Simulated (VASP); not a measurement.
PtS2 (d.A), 3 atoms in the cell. The cell holds a sheet with vacuum, 3 atoms: a = 3.524 Å, b = 3.524 Å, c = 28.720 Å, α = 90.00°, β = 90.00°, γ = 120.00°. 

```yaml
Program: VASP 6.6.1
Task: single point
Functional: revPBE
Dispersion: D3(BJ)
Potentials_or_basis: VASP PAW PBE potentials, release 64 (S, Pt)
Cutoff: 400 eV
k_mesh: 12 × 12 × 1
Occupations: gaussian, width 0.03 eV
Spin: no spin polarisation
Dipole_correction: yes
Further_INCAR_settings: ALGO = Normal; EDIFF = 1e-06; NBANDS = 18; NELMDL = -8
```

Potentials or basis: VASP PAW PBE potentials, release 64 (S, Pt).

Command:

```console
$ cat potpaw_PBE.64/S/POTCAR potpaw_PBE.64/Pt/POTCAR > POTCAR
$ mpirun -np 1 vasp_std > vasp.out
```

Hardware: 1 thread of AMD EPYC 7R13, with other jobs on the host.

Question: Estimate the wall time of this run.

Answer: Run time: 3.4 min on 1 thread of AMD EPYC 7R13 (shared host), peak memory 0.32 GiB. Counts: scf iterations 26, k points 19.
